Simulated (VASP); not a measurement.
Set up this calculation in VASP 6.6.1, as the native input.

```yaml
Task: single point
Functional: PBE
Potentials_or_basis: VASP PAW PBE potentials, release 64 (Mg, Tl_d, O)
Cutoff: 520 eV
k_mesh: 10 × 10 × 1
Occupations: gaussian, width 0.1 eV
Spin: no spin polarisation
Dipole_correction: yes
Further_INCAR_settings: ALGO = Fast; EDIFF = 1e-06; NBANDS = 20
```

The structure of Mg2TlO lies in POSCAR:

```
Mg2TlO
1.0
    5.2543191800      0.0000000000      0.0000000000
    0.0000000000      5.2543191800      0.0000000000
    0.0000000000      0.0000000000     23.8000000000
Mg Tl O
2 1 1
Direct
    0.5000000000      0.0000000000      0.2941176471
    0.0000000000      0.5000000000      0.2941176471
    0.5000000000      0.5000000000      0.2941176471
    0.0000000000      0.0000000000      0.2941176471
```

The cell was generated, and may not be a known phase.

One way to write it, as run:

INCAR

```
SYSTEM = Mg2TlO
PREC = Accurate
ENCUT = 520
EDIFF = 1E-6
ISMEAR = 0
SIGMA = 0.1
LREAL = .False.
LASPH = .True.
NELM = 100
ALGO = Fast
ISIF = 2
LWAVE = .False.
LCHARG = .True.
LDIPOL = .True.
IDIPOL = 3
DIPOL = 0.5 0.5 0.294
GGA = PE
LELF = .True.
LVHAR = .True.
LVACPOTAV = .True.
NBANDS = 20
```

KPOINTS

```
Automatic mesh
0
Gamma
  10 10 1
  0 0 0
```

Potentials or basis: VASP PAW PBE potentials, release 64 (Mg, Tl_d, O).

The run is started by

```console
$ cat potpaw_PBE.64/Mg/POTCAR potpaw_PBE.64/Tl_d/POTCAR potpaw_PBE.64/O/POTCAR > POTCAR
$ mpirun -np 1 vasp_std > vasp.out
```

Results of the run:

```yaml
Band_gap_on_the_k_mesh: zero (an odd number of electrons rules out a gap without spin polarisation)
Work_function_of_the_upper_face: 3.49 eV
Work_function_of_the_lower_face: 3.49 eV
```

Caveat: spin-orbit coupling is left out, which moves the levels of the heavy elements; an odd number of electrons without spin polarisation forces a metal; a magnetic or distorted state may lie lower.

Run time: 13 min on 1 thread of Oxide Virtual Turin-like Processor, on a shared host, peak memory 0.81 GiB.
